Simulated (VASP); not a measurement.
A run of VASP 6.6.1 is set up as follows.

Contents of INCAR:

```
SYSTEM = Cd
AGGAC = 1.0
AGGAX = 1.0
ALDAC = 0.0
ALDAX = 1.0
ALGO = Normal
EDIFF = 1E-6
ENCUT = 520
GGA = B5
ISIF = 2
ISMEAR = -1
LASPH = .TRUE.
LCHARG = .FALSE.
LREAL = .FALSE.
LWAVE = .FALSE.
NBANDS = 12
NELM = 80
PREC = Accurate
SIGMA = 0.1
```

File KPOINTS:

```
k-points
0
G
  11 11 11
  0 0 0
```

Contents of POSCAR:

```
Cd
1.0
    3.0908805893      0.0000000000      0.0000000000
    0.0000000000      3.0908805893      0.0000000000
    0.0000000000      0.0000000000      3.0908805893
Cd
1
Direct
    0.0000000000      0.0000000000      0.0000000000
```

Potentials or basis: VASP PAW PBE potentials, release 64 (Cd).

Run with:

```console
$ cat potpaw_PBE.64/Cd/POTCAR > POTCAR
$ mpirun -np 1 vasp_std > vasp.out
```

**Question.** What does it give for the pressure?

**Answer.** 0.9 GPa.

**Question.** Estimate the band gap on the k mesh.

**Answer.** Zero (band 6 reaches 4.40 eV, above the bottom of band 7 at 0.28 eV).

Caveat: the PAW data sets were made with another functional, which shifts forces and pressure a little.
